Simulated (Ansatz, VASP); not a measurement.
This is a calculation of C for Ansatz 0.2.0.

The input input.yaml:

```yaml
crystal:
  lattice:
    - [2.4397422609, 0.0, 0.0]
    - [-1.2198711305, 2.1128787767, 0.0]
    - [0.0, 0.0, 23.9719824012]
  atoms:
    - { symbol: C, position: [0.6666666667, 0.3333333333, 0.57047544] }
    - { symbol: C, position: [0.3333333333, 0.6666666667, 0.42952456] }
    - { symbol: C, position: [0.0, 0.0, 0.42953123] }
    - { symbol: C, position: [0.0, 0.0, 0.57046877] }
kpoints:
  mp_grid: { grid: [12, 12, 2] }
scf:
  occupations: { method: fermi_dirac, width: 0.05 }
hamiltonian:
  xc: pbe
  pseudopotentials: { kind: all_electron, lapw: { basis_error: 0.001 } }
output:
  forces: true
  stress: true
  eigenvalues: true
```

Potentials or basis: all-electron LAPW, scalar-relativistic.

Run with:

```console
$ ansatz run input.yaml --threads 2 --pin off --max-ram 6144MiB --backend cpu --events-out ev --progress --plain --runs-dir out
```

**Question.** Translate it to VASP 6.6.1. Potentials there: VASP PAW PBE potentials, release 64 (C).

**Answer.** As run (the cutoff follows the program's own potentials):

The input INCAR:

```
ALGO = Normal
EDIFF = 1E-6
ENCUT = 520
GGA = PE
ISIF = 2
ISMEAR = -1
LASPH = True
LCHARG = False
LREAL = False
LWAVE = False
NBANDS = 16
NELM = 60
PREC = Accurate
SIGMA = 0.05
```

KPOINTS

```
k-points
0
Gamma
  12 12 2
```

Contents of POSCAR:

```
C
1.0
    2.4397422609      0.0000000000      0.0000000000
   -1.2198711305      2.1128787767      0.0000000000
    0.0000000000      0.0000000000     23.9719824012
C
4
Direct
    0.6666666667      0.3333333333      0.5704754400
    0.3333333333      0.6666666667      0.4295245600
    0.0000000000      0.0000000000      0.4295312300
    0.0000000000      0.0000000000      0.5704687700
```

Potentials or basis: VASP PAW PBE potentials, release 64 (C).

Launch:

```sh
$ cat potpaw_PBE.64/C/POTCAR > POTCAR
$ mpirun -np 1 vasp_std > vasp.out
```

Both were run:

|  | VASP | Ansatz | Ansatz less VASP |
| --- | --- | --- | --- |
| gap on the k mesh at the Fermi level (eV) | none | none | - |
| rms of the force components (eV/Å) | 0.028 | 0.028 | -0.0001 |

Atom by atom the forces differ by 0.000 eV/Å (rms over components). A gap of «none» marks a metal or a gap that the smearing closes. Ansatz ran all-electron here, and VASP with PAW potentials.
